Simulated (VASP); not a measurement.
# Si2Ni (Fm-3m) in VASP: notebook

Runs on Si2Ni. Level: PBEsol+U. Tasks: single point.

Everything below comes from runs of VASP 6.6.1. Logs are shortened: lines on timing, memory, paths and dates and some standing lists are left out, and cuts for length are marked.

## 1. The cell of the first run

Symmetry: Fm-3m, No. 225, cubic system. The conventional cell has a = 5.406 Å, b = 5.406 Å, c = 5.406 Å, α = 90.00°, β = 90.00°, γ = 90.00°. Within 3.1 Å of Ni (site symmetry m-3m) lie 8 Si at 2.34 Å. Within 3.1 Å of Si (site symmetry -43m) lie 4 Ni at 2.34 Å and 6 Si at 2.70 Å.

## 2. Single point, PBEsol+U, collinear spin, ferromagnetic start

Input file INCAR:

```
SYSTEM = Si2Ni
PREC = Accurate
ENCUT = 520
EDIFF = 1E-7
ISMEAR = -1
SIGMA = 0.05
LREAL = .FALSE.
LASPH = .TRUE.
NELM = 150
ALGO = Normal
ISIF = 2
LWAVE = .FALSE.
LCHARG = .FALSE.
ISPIN = 2
MAGMOM = 1 0 0
LORBIT = 11
LMAXMIX = 4
LDAU = .TRUE.
LDAUTYPE = 2
LDAUL = 2 -1
LDAUU = 2 0
LDAUJ = 0 0
LDAUPRINT = 1
GGA = PS
NBANDS = 20
```

Input file KPOINTS:

```
Automatic mesh
0
G
  9 9 9
  0 0 0
```

Input file POSCAR:

```
Si2Ni
1.0
    0.0000000000      2.7030000000      2.7030000000
    2.7030000000      0.0000000000      2.7030000000
    2.7030000000      2.7030000000      0.0000000000
Ni Si
1 2
Direct
    0.0000000000      0.0000000000      0.0000000000
    0.7500000000      0.7500000000      0.7500000000
    0.2500000000      0.2500000000      0.2500000000
```

Potentials or basis: VASP PAW PBE potentials, release 64 (Ni, Si).

Launch:

```console
$ cat potpaw_PBE.64/Ni/POTCAR potpaw_PBE.64/Si/POTCAR > POTCAR
$ mpirun -np 1 vasp_std > vasp.out
```

OUTCAR:

```text
SYSTEM = Si2Ni
   PREC = Accurate
   ENCUT = 520
   EDIFF = 1E-7
   ISMEAR = -1
   LREAL = .FALSE.
   LASPH = .TRUE.
   NELM = 150
   ISIF = 2
   ISPIN = 2
   LORBIT = 11
   GGA = PS

 ion  position               nearest neighbor table
   1  0.000  0.000  0.000-   2 2.34   2 2.34   3 2.34   3 2.34   2 2.34   2 2.34   3 2.34   3 2.34

   2  0.750  0.750  0.750-   1 2.34   1 2.34   1 2.34   1 2.34   3 2.70   3 2.70   3 2.70   3 2.70
                             3 2.70   3 2.70
   3  0.250  0.250  0.250-   1 2.34   1 2.34   1 2.34   1 2.34   2 2.70   2 2.70   2 2.70   2 2.70
                             2 2.70   2 2.70

  LATTYP: Found a face centered cubic cell.
 ALAT       =     5.4060000000

  Lattice vectors:

 A1 = (   0.0000000000,   2.7030000000,   2.7030000000)
 A2 = (   2.7030000000,   0.0000000000,   2.7030000000)
 A3 = (   2.7030000000,   2.7030000000,   0.0000000000)

Analysis of symmetry for initial positions (statically):
=====================================================================
 Subroutine PRICEL returns:
 Original cell was already a primitive cell.

 Routine SETGRP: Setting up the symmetry group for a
 face centered cubic supercell.

 Subroutine GETGRP returns: Found 48 space group operations
 (whereof 48 operations were pure point group operations)
 out of a pool of 48 trial point group operations.

The static configuration has the point symmetry O_h .

Analysis of symmetry for dynamics (positions and initial velocities):
=====================================================================
 Subroutine PRICEL returns:
 Original cell was already a primitive cell.

 Routine SETGRP: Setting up the symmetry group for a
 face centered cubic supercell.

 Subroutine GETGRP returns: Found 48 space group operations
 (whereof 48 operations were pure point group operations)
 out of a pool of 48 trial point group operations.

The dynamic configuration has the point symmetry O_h .

Analysis of structural, dynamic, and magnetic symmetry:
[... 180 lines left out ...]
  o =  0.8393  v =  0.0000  0.0000  0.0000  0.0000  0.0000  1.0000  0.0000  0.0000  0.0000  0.0000      0.0000  0.0000  0.0000  0.0000  0.0000  0.0000  0.0000  0.0000  0.0000  0.0000
  o =  0.8393  v =  0.0000  0.4121  0.0000 -0.9112  0.0000  0.0000  0.0000  0.0000  0.0000  0.0000      0.0000  0.0000  0.0000  0.0000  0.0000  0.0000  0.0000  0.0000  0.0000  0.0000
  o =  0.8393  v =  0.0000 -0.9112 -0.0000 -0.4121 -0.0000  0.0000  0.0000  0.0000  0.0000  0.0000      0.0000  0.0000  0.0000  0.0000  0.0000  0.0000  0.0000  0.0000  0.0000  0.0000
  o =  0.8393  v =  1.0000  0.0000  0.0000  0.0000  0.0000  0.0000  0.0000  0.0000  0.0000  0.0000      0.0000  0.0000  0.0000  0.0000  0.0000  0.0000  0.0000  0.0000  0.0000  0.0000
  o =  0.8907  v =  0.0000 -0.0000  0.9909  0.0000  0.1346  0.0000  0.0000  0.0000  0.0000  0.0000      0.0000  0.0000  0.0000  0.0000  0.0000  0.0000  0.0000  0.0000  0.0000  0.0000
  o =  0.8907  v =  0.0000  0.0000  0.1346 -0.0000 -0.9909  0.0000  0.0000  0.0000  0.0000  0.0000      0.0000  0.0000  0.0000  0.0000  0.0000  0.0000  0.0000  0.0000  0.0000  0.0000
  o =  0.8907  v =  0.0000  0.0000  0.0000  0.0000  0.0000  0.0000 -0.0000  0.9470  0.0000  0.3212      0.0000  0.0000  0.0000  0.0000  0.0000  0.0000  0.0000  0.0000  0.0000  0.0000
  o =  0.8907  v =  0.0000  0.0000  0.0000  0.0000  0.0000  0.0000 -0.0000 -0.3212 -0.0000  0.9470      0.0000  0.0000  0.0000  0.0000  0.0000  0.0000  0.0000  0.0000  0.0000  0.0000

 number of electron      17.9999999 magnetization       0.0000195

 Free energy of the ion-electron system (eV)
  ---------------------------------------------------
  ext. energy  EPLUGINS =         0.00000000
  ---------------------------------------------------
  free energy    TOTEN  =       -17.74646936 eV

  energy without entropy =      -17.73886085  energy(sigma->0) =      -17.74266510

 E-fermi :  10.2725     XC(G=0): -11.6896

 val. band max:       10.1885828890   @ k =   0.3333   0.2222   0.0000
 cond. band min:      10.3511341736   @ k =  -0.4444   0.3333   0.0000
 fundamental gap:      0.1625512846
 Fermi energy:        10.2725111929

 spin component 1

 k-point     1 :       0.0000    0.0000    0.0000
  band No.  band energies     occupation
      1      -3.5005      1.00000
      2       4.9309      1.00000
      3       4.9309      1.00000
      4       4.9309      1.00000
      5       6.5017      1.00000
      6       6.5017      1.00000
[... 1097 lines left out ...]
     19      24.0109      0.00000
     20      24.0109      0.00000

 [... further k-points ...]

------------------------ aborting loop because EDIFF is reached ----------------------------------------

  FORCE on cell =-STRESS in cart. coord.  units (eV):
  Direction    XX          YY          ZZ          XY          YZ          ZX
  --------------------------------------------------------------------------------------
  -------------------------------------------------------------------------------------
  Total       -0.6245082     -0.6245082     -0.6245082      0.0000000     -0.0000000      0.0000000
  in kB      -25.3326481    -25.3326481    -25.3326481      0.0000000     -0.0000000      0.0000000
  external PRESSURE =     -25.3326481 kB  Pullay stress =       0.0000000 kB

 VOLUME and BASIS-vectors are now :
 -----------------------------------------------------------------------------
  energy-cutoff  :      520.00
  volume of cell :       39.50
      direct lattice vectors                 reciprocal lattice vectors
     0.000000000  2.703000000  2.703000000    -0.184979652  0.184979652  0.184979652
     2.703000000  0.000000000  2.703000000     0.184979652 -0.184979652  0.184979652
     2.703000000  2.703000000  0.000000000     0.184979652  0.184979652 -0.184979652

 POSITION                                       TOTAL-FORCE (eV/Angst)
 -----------------------------------------------------------------------------------
      0.00000      0.00000      0.00000         0.000000     -0.000000     -0.000000
      4.05450      4.05450      4.05450         0.000000     -0.000000     -0.000000
      1.35150      1.35150      1.35150        -0.000000      0.000000      0.000000
 -----------------------------------------------------------------------------------
    total drift:                               -0.000000     -0.000000      0.000000

  FREE ENERGIE OF THE ION-ELECTRON SYSTEM (eV)
  ---------------------------------------------------
  free  energy   TOTEN  =       -17.7464693615 eV

  energy  without entropy=      -17.7388608477  energy(sigma->0) =      -17.74266510

 total charge

# of ion       s       p       d       tot
------------------------------------------
    1        0.556   0.783   8.563   9.903
    2        0.746   0.836   0.000   1.582
    3        0.746   0.836   0.000   1.582
--------------------------------------------------
tot          2.049   2.454   8.563  13.067

 magnetization (x)

# of ion       s       p       d       tot
------------------------------------------
    1        0.000   0.000  -0.000  -0.000
    2        0.000   0.000   0.000   0.000
    3        0.000   0.000   0.000   0.000
--------------------------------------------------
tot          0.000   0.000  -0.000   0.000
```

stdout:

```text
POSCAR found type information on POSCAR NiSi
 POSCAR found :  2 types and       3 ions
 scaLAPACK will be used
 -----------------------------------------------------------------------------
|                                                                             |
|                                                                             |
|     You enforced a specific xc type in the INCAR file but a different       |
|     I HOPE YOU KNOW WHAT YOU ARE DOING!                                     |
|                                                                             |
 -----------------------------------------------------------------------------

 LDA part: xc-table for (Slater+PW92), standard interpolation
 POSCAR, INCAR and KPOINTS ok, starting setup
 FFT: planning ... GRIDC
 FFT: planning ... GRID_SOFT
 FFT: planning ... GRID
 WAVECAR not read
 entering main loop
```

Run time: 1.9 min. Hardware: 1 thread of Intel Xeon 8259CL, shared host; peak memory 0.19 GiB.

What came out:

- Free energy: -17.7465 eV
- Pressure: -2.5 GPa
- Band gap on the k mesh: zero (filled and empty bands overlap)
- Net moment: 0.00 μB per cell
- Valence electrons inside the program's atomic spheres: Ni 9.90; Si 1.58

Levels at points of the mesh, in eV from the Fermi level:
Spin up:
```tsv
k point	band 6	band 7	band 8	band 9	band 10	band 11	band 12	band 13
(0.00, 0.00, 0.00)	-3.77	-0.22	1.68	1.68	1.68	2.38	2.38	2.38
```
Spin down:
```csv
k point,band 5,band 6,band 7,band 8,band 9,band 10,band 11,band 12,band 13,band 14
"(0.00, 0.00, 0.00)",-3.77,-3.77,-0.22,1.68,1.68,1.68,2.38,2.38,2.38,4.76
```

Eigenvalues of the final occupation matrices:
| site | spin | trace | eigenvalues |
| --- | --- | --- | --- |
| site 1 d | 1 | 4.30 | 0.84 0.84 0.84 0.89 0.89 |
| site 1 d | 2 | 4.30 | 0.84 0.84 0.84 0.89 0.89 |

Caveat: the moments typed at the start vanished in this run; the PAW data sets were made with another functional, which shifts forces and pressure a little; the U is typed as a test and isn't derived for this compound. The state reached can hang on the start; a lower one may exist.

## 3. Single point, PBEsol+U, collinear spin, ferromagnetic start

Input file INCAR:

```
PREC = Accurate
ENCUT = 520
EDIFF = 1E-6
ISMEAR = -1
SIGMA = 0.05
LREAL = F
LASPH = T
NELM = 150
ALGO = Normal
ISIF = 2
LWAVE = F
LCHARG = F
ISPIN = 2
MAGMOM = 1 0 0
LORBIT = 11
LMAXMIX = 4
LDAU = T
LDAUTYPE = 2
LDAUL = 2 -1
LDAUU = 3 0
LDAUJ = 0 0
LDAUPRINT = 1
GGA = PS
NBANDS = 20
```

Input file KPOINTS:

```
regular mesh
0
Gamma
  9 9 9
```

POSCAR is that of step 2.

Potentials or basis: VASP PAW PBE potentials, release 64 (Ni, Si).

Launch:

```console
$ cat potpaw_PBE.64/Ni/POTCAR potpaw_PBE.64/Si/POTCAR > POTCAR
$ mpirun -np 1 vasp_std > vasp.out
```

OUTCAR:

```text
PREC = Accurate
   ENCUT = 520
   EDIFF = 1E-6
   ISMEAR = -1
   LREAL = F
   LASPH = T
   NELM = 150
   ISIF = 2
   ISPIN = 2
   LORBIT = 11
   GGA = PS

 ion  position               nearest neighbor table
   1  0.000  0.000  0.000-   2 2.34   2 2.34   3 2.34   3 2.34   2 2.34   2 2.34   3 2.34   3 2.34

   2  0.750  0.750  0.750-   1 2.34   1 2.34   1 2.34   1 2.34   3 2.70   3 2.70   3 2.70   3 2.70
                             3 2.70   3 2.70
   3  0.250  0.250  0.250-   1 2.34   1 2.34   1 2.34   1 2.34   2 2.70   2 2.70   2 2.70   2 2.70
                             2 2.70   2 2.70

  LATTYP: Found a face centered cubic cell.
 ALAT       =     5.4060000000

  Lattice vectors:
[... 1364 lines left out ...]
  energy-cutoff  :      520.00
  volume of cell :       39.50
      direct lattice vectors                 reciprocal lattice vectors
     0.000000000  2.703000000  2.703000000    -0.184979652  0.184979652  0.184979652
     2.703000000  0.000000000  2.703000000     0.184979652 -0.184979652  0.184979652
     2.703000000  2.703000000  0.000000000     0.184979652  0.184979652 -0.184979652

 POSITION                                       TOTAL-FORCE (eV/Angst)
 -----------------------------------------------------------------------------------
      0.00000      0.00000      0.00000         0.000000      0.000000     -0.000000
      4.05450      4.05450      4.05450        -0.000000     -0.000000      0.000000
      1.35150      1.35150      1.35150         0.000000      0.000000     -0.000000
 -----------------------------------------------------------------------------------
    total drift:                               -0.000000     -0.000000      0.000000

  FREE ENERGIE OF THE ION-ELECTRON SYSTEM (eV)
  ---------------------------------------------------
  free  energy   TOTEN  =       -17.1574001624 eV

  energy  without entropy=      -17.1495263554  energy(sigma->0) =      -17.15346326

 total charge

# of ion       s       p       d       tot
------------------------------------------
    1        0.551   0.774   8.619   9.944
    2        0.747   0.833   0.000   1.580
    3        0.747   0.833   0.000   1.580
--------------------------------------------------
tot          2.045   2.440   8.619  13.104

 magnetization (x)

# of ion       s       p       d       tot
------------------------------------------
    1       -0.000  -0.000   0.000   0.000
    2       -0.000  -0.000   0.000  -0.000
    3       -0.000  -0.000   0.000  -0.000
--------------------------------------------------
tot         -0.000  -0.000   0.000  -0.000
```

OSZICAR:

```text
N       E                     dE             d eps       ncg     rms          rms(c)
DAV:   1     0.756938409282E+02    0.75694E+02   -0.71793E+03  2816   0.901E+02
DAV:   2    -0.130445291772E+02   -0.88738E+02   -0.79531E+02  2924   0.201E+02
DAV:   3    -0.183310409676E+02   -0.52865E+01   -0.51802E+01  3392   0.519E+01
DAV:   4    -0.184087161704E+02   -0.77675E-01   -0.77552E-01  3240   0.560E+00
DAV:   5    -0.184102092866E+02   -0.14931E-02   -0.14930E-02  3292   0.837E-01    0.150E+01
DAV:   6    -0.207643144149E+02   -0.23541E+01   -0.17612E+01  3140   0.916E+01    0.167E+01
DAV:   7    -0.172249864534E+02    0.35393E+01   -0.57867E+00  3400   0.593E+01    0.296E+00
DAV:   8    -0.171940296086E+02    0.30957E-01   -0.46359E-01  3776   0.874E+00    0.224E+00
DAV:   9    -0.171569361235E+02    0.37093E-01   -0.12160E-01  3280   0.610E+00    0.436E-01
DAV:  10    -0.171573128814E+02   -0.37676E-03   -0.47845E-03  3552   0.826E-01    0.241E-01
DAV:  11    -0.171573648084E+02   -0.51927E-04   -0.30507E-04  3808   0.183E-01    0.109E-01
DAV:  12    -0.171573937875E+02   -0.28979E-04   -0.69221E-05  3536   0.129E-01    0.350E-02
DAV:  13    -0.171574001333E+02   -0.63458E-05   -0.10720E-05  3256   0.347E-02    0.149E-02
DAV:  14    -0.171574001624E+02   -0.29102E-07   -0.12554E-06  2644   0.209E-02
   1 F= -.17157400E+02 E0= -.17153463E+02  d E =-.787381E-02  mag=     0.0001
```

stdout:

```text
POSCAR found type information on POSCAR NiSi
 POSCAR found :  2 types and       3 ions
 scaLAPACK will be used
 -----------------------------------------------------------------------------
|                                                                             |
|                                                                             |
|     You enforced a specific xc type in the INCAR file but a different       |
|     I HOPE YOU KNOW WHAT YOU ARE DOING!                                     |
|                                                                             |
 -----------------------------------------------------------------------------

 LDA part: xc-table for (Slater+PW92), standard interpolation
 POSCAR, INCAR and KPOINTS ok, starting setup
 FFT: planning ... GRIDC
 FFT: planning ... GRID_SOFT
 FFT: planning ... GRID
 WAVECAR not read
 entering main loop
```

Wall time 1.7 min (1 thread of Intel Xeon 8259CL, shared host); peak memory 0.19 GiB.

What came out:

```yaml
Free_energy: -17.1574 eV
Pressure: -3.5 GPa
Band_gap_on_the_k_mesh: zero (filled and empty bands overlap)
Net_moment: 0.00 μB per cell
Valence_electrons_inside_the_program's_atomic_spheres: Ni 9.94; Si 1.58
```

Eigenvalues of the final occupation matrices:
```tsv
site	spin	trace	eigenvalues
site 1 d	1	4.33	0.84 0.84 0.84 0.90 0.90
site 1 d	2	4.33	0.84 0.84 0.84 0.90 0.90
```

Caveat: the cell stands under tension; the moments typed at the start vanished in this run; the PAW data sets were made with another functional, which shifts forces and pressure a little; the U is typed as a test and isn't derived for this compound. The state reached can hang on the start; a lower one may exist.

The gap in the log of VASP goes by the Fermi energy; the results here count the filled bands.